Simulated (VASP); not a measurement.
# HgTe (F-43m) in VASP: further runs

Aim: see how the results for HgTe move with the level of theory and the settings. Levels: r2SCAN0, b88 exchange, pbe correlation. Tasks: single point.

All numbers are computed with VASP 6.6.1; they aren't measurements. Logs are shortened: lines on timing, memory, paths and dates and some standing lists are left out, and cuts for length are marked.

**1. The cell of the first run**

It takes space group F-43m (No. 216, cubic). Conventional cell: a = 6.472 Å, b = 6.472 Å, c = 6.472 Å, α = 90.00°, β = 90.00°, γ = 90.00°. Within 3.7 Å of Hg (site symmetry -43m) lie 4 Te at 2.80 Å. Within 3.7 Å of Te (site symmetry -43m) lie 4 Hg at 2.80 Å.

**2. Single point, r2SCAN0**

POSCAR reads:

```
HgTe
1.0
    0.0000000000      3.2357886999      3.2357886999
    3.2357886999      0.0000000000      3.2357886999
    3.2357886999      3.2357886999      0.0000000000
Hg Te
1 1
Direct
    0.0000000000      0.0000000000      0.0000000000
    0.7500000000      0.7500000000      0.7500000000
```

INCAR.step1 reads:

```
SYSTEM = HgTe
PREC = Accurate
ENCUT = 520
EDIFF = 1E-5
ISMEAR = -1
SIGMA = 0.05
LREAL = .FALSE.
LASPH = .TRUE.
NELM = 60
ALGO = Normal
ISIF = 2
LWAVE = .TRUE.
LCHARG = .FALSE.
GGA = PE
NBANDS = 16
```

INCAR.step2 reads:

```
SYSTEM = HgTe
PREC = Accurate
ENCUT = 520
EDIFF = 1E-6
ISMEAR = -1
SIGMA = 0.05
LREAL = .FALSE.
LASPH = .TRUE.
NELM = 60
ALGO = Normal
ISIF = 2
LWAVE = .FALSE.
LCHARG = .FALSE.
METAGGA = R2SCAN
LHFCALC = .TRUE.
AEXX = 0.25
LMIXTAU = .TRUE.
PRECFOCK = Normal
ISTART = 1
NBANDS = 16
```

KPOINTS reads:

```
Automatic mesh
0
G
  4 4 4
  0 0 0
```

Potentials or basis: VASP PAW PBE potentials, release 64 (Hg, Te).

On the command line:

```console
$ cat potpaw_PBE.64/Hg/POTCAR potpaw_PBE.64/Te/POTCAR > POTCAR
$ cp INCAR.step1 INCAR
$ mpirun -np 1 vasp_std > vasp.out
$ cp INCAR.step2 INCAR
$ mpirun -np 1 vasp_std > vasp.out
```

OUTCAR:

```text
SYSTEM = HgTe
   PREC = Accurate
   ENCUT = 520
   EDIFF = 1E-6
   ISMEAR = -1
   LREAL = .FALSE.
   LASPH = .TRUE.
   NELM = 60
   ISIF = 2
   METAGGA = R2SCAN
   LHFCALC = .TRUE.
   AEXX = 0.25
   PRECFOCK = Normal
   ISTART = 1

 ion  position               nearest neighbor table
   1  0.000  0.000  0.000-   2 2.80   2 2.80   2 2.80   2 2.80
   2  0.750  0.750  0.750-   1 2.80   1 2.80   1 2.80   1 2.80

  LATTYP: Found a face centered cubic cell.
 ALAT       =     6.4715773998

  Lattice vectors:

 A1 = (   0.0000000000,   3.2357886999,   3.2357886999)
 A2 = (   3.2357886999,   0.0000000000,   3.2357886999)
 A3 = (   3.2357886999,   3.2357886999,   0.0000000000)

Analysis of symmetry for initial positions (statically):
=====================================================================
 Subroutine PRICEL returns:
 Original cell was already a primitive cell.

 Routine SETGRP: Setting up the symmetry group for a
 face centered cubic supercell.

 Subroutine GETGRP returns: Found 24 space group operations
 (whereof 24 operations were pure point group operations)
 out of a pool of 48 trial point group operations.

The static configuration has the point symmetry T_d .

Analysis of symmetry for dynamics (positions and initial velocities):
=====================================================================
 Subroutine PRICEL returns:
 Original cell was already a primitive cell.

 Routine SETGRP: Setting up the symmetry group for a
 face centered cubic supercell.

 Subroutine GETGRP returns: Found 24 space group operations
 (whereof 24 operations were pure point group operations)
 out of a pool of 48 trial point group operations.

The dynamic configuration has the point symmetry T_d .

 Subroutine INISYM returns: Found 24 space group operations
 (whereof 24 operations are pure point group operations),
 and found     1 'primitive' translations

----------------------------------------------------------------------------------------

                                     Primitive cell

  volume of cell :      67.7595

  direct lattice vectors                    reciprocal lattice vectors
     0.000000000  3.235788700  3.235788700    -0.154521833  0.154521833  0.154521833
     3.235788700  0.000000000  3.235788700     0.154521833 -0.154521833  0.154521833
     3.235788700  3.235788700  0.000000000     0.154521833  0.154521833 -0.154521833

  length of vectors
     4.576096264  4.576096264  4.576096264     0.267639665  0.267639665  0.267639665

  position of ions in fractional coordinates (direct lattice)
     0.000000000  0.000000000  0.000000000
     0.750000000  0.750000000  0.750000000

  ion indices of the primitive-cell ions
   primitive index   ion index
                 1           1
                 2           2

----------------------------------------------------------------------------------------

 KPOINTS: Automatic mesh

Automatic generation of k-mesh.
 Grid dimensions read from file:
 generate k-points for:    4    4    4

 Generating k-lattice:

  Cartesian coordinates                     Fractional coordinates (reciprocal lattice)
    -0.038630458  0.038630458  0.038630458     0.250000000  0.000000000  0.000000000
     0.038630458 -0.038630458  0.038630458     0.000000000  0.250000000  0.000000000
     0.038630458  0.038630458 -0.038630458     0.000000000  0.000000000  0.250000000

  Length of vectors
     0.066909916  0.066909916  0.066909916

  Shift w.r.t. Gamma in fractional coordinates (k-lattice)
     0.000000000  0.000000000  0.000000000

 Subroutine IBZKPT returns following result:
 ===========================================

 Found      8 irreducible k-points:

 Following reciprocal coordinates:
            Coordinates               Weight
  0.000000  0.000000  0.000000      1.000000
  0.250000  0.000000  0.000000      8.000000
  0.500000  0.000000  0.000000      4.000000
  0.250000  0.250000  0.000000      6.000000
  0.500000  0.250000  0.000000     24.000000
 -0.250000  0.250000  0.000000     12.000000
  0.500000  0.500000  0.000000      3.000000
 -0.250000  0.500000  0.250000      6.000000
   k-points           NKPTS =      8   k-points in BZ     NKDIM =     64   number of bands    NBANDS=     16
   number of dos      NEDOS =    301   number of ions     NIONS =      2
   total plane-waves  NPLWV =  46656
   dimension x,y,z NGX =    36 NGY =   36 NGZ =   36
   dimension x,y,z NGXF=    72 NGYF=   72 NGZF=   72
   ions per type =               1   1
   NGX,Y,Z   is equivalent  to a cutoff of  13.08, 13.08, 13.08 a.u.
   NGXF,Y,Z  is equivalent  to a cutoff of  26.16, 26.16, 26.16 a.u.
 SYSTEM =  HgTe
   PREC   = accura    normal or accurate (medium, high low for compatibility)
   ISTART =      1    job   : 0-new  1-cont  2-samecut
   ICHARG =      0    charge: 1-file 2-atom 10-const
   ISPIN  =      1    spin polarized calculation?
   LNONCOLLINEAR =      F non collinear calculations
   LSORBIT =      F    spin-orbit coupling
   LASPH  =      T    aspherical Exc in radial PAW
   ENCUT  =  520.0 eV  38.22 Ry    6.18 a.u.   8.51  8.51  8.51*2*pi/ulx,y,z
   NELM   =     60;   NELMIN=  2; NELMDL=  0     # of ELM steps
   EDIFF  = 0.1E-05   stopping-criterion for ELM
   LREAL  =      F    real-space projection
   EDIFFG = 0.1E-04   stopping-criterion for IOM
   NSW    =      0    number of steps for IOM
   IBRION =     -1    ionic relax: 0-MD 1-quasi-New 2-CG
   NFREE  =      0    steps in history (QN), initial steepest desc. (CG)
   ISIF   =      2    stress and relaxation
   ISYM   =      3    0-nonsym 1-usesym 2-fastsym
   POTIM  = 0.5000    time-step for ionic-motion
   TEBEG  =    0.0;   TEEND  =   0.0 temperature during run
   PSTRESS=    0.0 pullay stress
   NELECT =      18.0000    total number of electrons
   NUPDOWN=      -1.0000    fix difference up-down
   EMIN   =  10.00;   EMAX   =-10.00  energy-range for DOS
   EFERMI =   0.00;   METHOD = LEGACY
   ISMEAR =    -1;   SIGMA  =   0.05  broadening in eV -4-tet -1-fermi 0-gaus
   EFERMI_NEDOS =   21; number of points for ismear=-14 and -15
   IALGO  =     38    algorithm
   IMIX   =      1    mixing-type and parameters
     AMIX     =   0.40;   BMIX     =  1.00
     AMIX_MAG =   1.60;   BMIX_MAG =  1.00
  volume/ion in A,a.u.               =      33.88       228.63
  Fermi-wavevector in a.u.,A,eV,Ry     =   1.052387  1.988723 15.068705  1.107519
  Thomas-Fermi vector in A             =   2.187468
   LORBIT       =      0    0 simple, 1 ext, 2 COOP (PROOUT), +10 PAW based schemes
   METAGGA = R2SCAN    functional components
   LHFCALC =     T    Hartree Fock is set to
   PRECFOCK=normal    Normal, Fast or Accurate (Low or Medium for compatibility)
   ENCUT4O =  -1.0   cutoff for four orbital integrals eV
   NKREDX  =     1    reduce k-point grid by
   NKREDY  =     1    reduce k-point grid by
   NKREDZ  =     1    reduce k-point grid by
   AEXX    =    0.2500 exact exchange contribution
   HFSCREEN=    0.0000 screening length (either q_TF or 0.3 A-1)
   HFSCREENC=   0.0000 screening length for correlation (either q_TF or 0.3 A-1)
   ENCUTFOCK=  -1.0 apply spherical cutoff to Coloumb kernel
   IVDW    =     0    specifies the selected vdW correction
   LEPSILON=     F    determine dielectric tensor
   LRPA    =     F    only Hartree local field effects (RPA)
 non-spin polarized calculation
  energy-cutoff  :      520.00
  volume of cell :       67.76
 maximum number of plane-waves:      1850
 NGX is ok and might be reduce to    36
  NGX = 28; NGY = 28; NGZ = 28

 number of electron      18.0000002 magnetization

 Free energy of the ion-electron system (eV)
  ---------------------------------------------------
  ext. energy  EPLUGINS =         0.00000000
  ---------------------------------------------------
  free energy    TOTEN  =       -59.35628362 eV

  energy without entropy =      -59.35626766  energy(sigma->0) =      -59.35627564

 E-fermi :   2.5319     XC(G=0):  -7.2750

 val. band max:        2.1031537208   @ k =   0.0000   0.0000   0.0000
 cond. band min:       2.9057629562   @ k =   0.0000   0.0000   0.0000
 fundamental gap:      0.8026092354
 Fermi energy:         2.5319337985

 k-point     1 :       0.0000    0.0000    0.0000
  band No.  band energies     occupation
      1     -11.2343      2.00000
      2      -6.6027      2.00000
      3      -6.6027      2.00000
      4      -6.6027      2.00000
      5      -6.0441      2.00000
      6      -6.0441      2.00000
[... 8 lines left out ...]
     15      13.6712      0.00000
     16      13.6712      0.00000

 k-point     2 :       0.2500    0.0000    0.0000
  band No.  band energies     occupation
      1     -10.9263      2.00000
      2      -6.5294      2.00000
      3      -6.5294      2.00000
      4      -6.3912      2.00000
      5      -6.0457      2.00000
      6      -6.0457      2.00000
[... 8 lines left out ...]
     15      12.5105      0.00000
     16      12.5105      0.00000

 k-point     3 :       0.5000    0.0000    0.0000
  band No.  band energies     occupation
      1     -10.5919      2.00000
      2      -6.4711      2.00000
      3      -6.4711      2.00000
      4      -6.0253      2.00000
      5      -6.0253      2.00000
      6      -5.6662      2.00000
[... 8 lines left out ...]
     15      14.2739      0.00000
     16      14.2739      0.00000

 k-point     4 :       0.2500    0.2500    0.0000
  band No.  band energies     occupation
      1     -10.8213      2.00000
      2      -6.4713      2.00000
      3      -6.4422      2.00000
      4      -6.4422      2.00000
      5      -6.0629      2.00000
      6      -6.0138      2.00000
[... 8 lines left out ...]
     15      14.0131      0.00000
     16      14.2197      0.00000

 k-point     5 :       0.5000    0.2500    0.0000
  band No.  band energies     occupation
      1     -10.4852      2.00000
      2      -6.4160      2.00000
      3      -6.3595      2.00000
      4      -6.1583      2.00000
      5      -6.0124      2.00000
      6      -5.6570      2.00000
[... 8 lines left out ...]
     15      14.5278      0.00000
     16      14.7682      0.00000

 k-point     6 :      -0.2500    0.2500    0.0000
  band No.  band energies     occupation
      1     -10.5983      2.00000
      2      -6.4375      2.00000
      3      -6.4337      2.00000
      4      -6.0988      2.00000
      5      -6.0627      2.00000
      6      -5.8888      2.00000
[... 8 lines left out ...]
     15      13.5627      0.00000
     16      14.7195      0.00000

 k-point     7 :       0.5000    0.5000    0.0000
  band No.  band energies     occupation
      1     -10.3701      2.00000
      2      -6.3548      2.00000
      3      -6.2495      2.00000
      4      -6.2495      2.00000
      5      -5.9828      2.00000
      6      -5.4900      2.00000
[... 8 lines left out ...]
     15      14.5204      0.00000
     16      15.6794      0.00000

 k-point     8 :      -0.2500    0.5000    0.2500
  band No.  band energies     occupation
      1     -10.3728      2.00000
      2      -6.3538      2.00000
      3      -6.3248      2.00000
      4      -6.1022      2.00000
      5      -6.0702      2.00000
      6      -5.3221      2.00000
[... 8 lines left out ...]
     15      15.3025      0.00000
     16      15.4446      0.00000

------------------------ aborting loop because EDIFF is reached ----------------------------------------

  FORCE on cell =-STRESS in cart. coord.  units (eV):
  Direction    XX          YY          ZZ          XY          YZ          ZX
  --------------------------------------------------------------------------------------
  -------------------------------------------------------------------------------------
  Total        0.4709882      0.4709882      0.4709882     -0.0000000     -0.0000000     -0.0000000
  in kB       11.1365376     11.1365376     11.1365376     -0.0000000     -0.0000000     -0.0000000
  external PRESSURE =      11.1365376 kB  Pullay stress =       0.0000000 kB

 VOLUME and BASIS-vectors are now :
 -----------------------------------------------------------------------------
  energy-cutoff  :      520.00
  volume of cell :       67.76
      direct lattice vectors                 reciprocal lattice vectors
     0.000000000  3.235788700  3.235788700    -0.154521833  0.154521833  0.154521833
     3.235788700  0.000000000  3.235788700     0.154521833 -0.154521833  0.154521833
     3.235788700  3.235788700  0.000000000     0.154521833  0.154521833 -0.154521833

 POSITION                                       TOTAL-FORCE (eV/Angst)
 -----------------------------------------------------------------------------------
      0.00000      0.00000      0.00000        -0.000000     -0.000000     -0.000000
      4.85368      4.85368      4.85368         0.000000      0.000000      0.000000
 -----------------------------------------------------------------------------------
    total drift:                                0.000263      0.000190      0.000141

  FREE ENERGIE OF THE ION-ELECTRON SYSTEM (eV)
  ---------------------------------------------------
  free  energy   TOTEN  =       -59.3562836230 eV

  energy  without entropy=      -59.3562676612  energy(sigma->0) =      -59.35627564
```

Run time: 14 min. Hardware: 1 thread of AMD EPYC 7R13 (Zen 3), shared host; peak memory 0.2 GiB.

Results:

| Property | Result |
| --- | --- |
| Free energy | -59.3563 eV |
| Pressure | 1.1 GPa |
| Band gap on the k mesh | 0.80 eV |

Levels at points of the mesh, in eV from the valence-band top:
```
           k point  band 5  band 6  band 7  band 8  band 9  band 10  band 11  band 12  band 13  band 14
(0.00, 0.00, 0.00)   -8.15   -8.15    0.00    0.00    0.00     0.80     5.93     5.93     5.93     8.28
(0.50, 0.00, 0.00)   -8.13   -7.77   -6.05   -1.10   -1.10     2.22     6.77     6.77     8.58     9.92
(0.50, 0.50, 0.00)   -8.09   -7.59   -6.01   -2.53   -2.53     3.42     3.93    10.30    11.14    11.14
```

Caveat: the k points lie up to 0.42 Å⁻¹ apart; the PAW data sets were made with another functional, which shifts forces and pressure a little; spin-orbit coupling is left out, which moves the levels of the heavy elements.

[end of part 1 of 2]
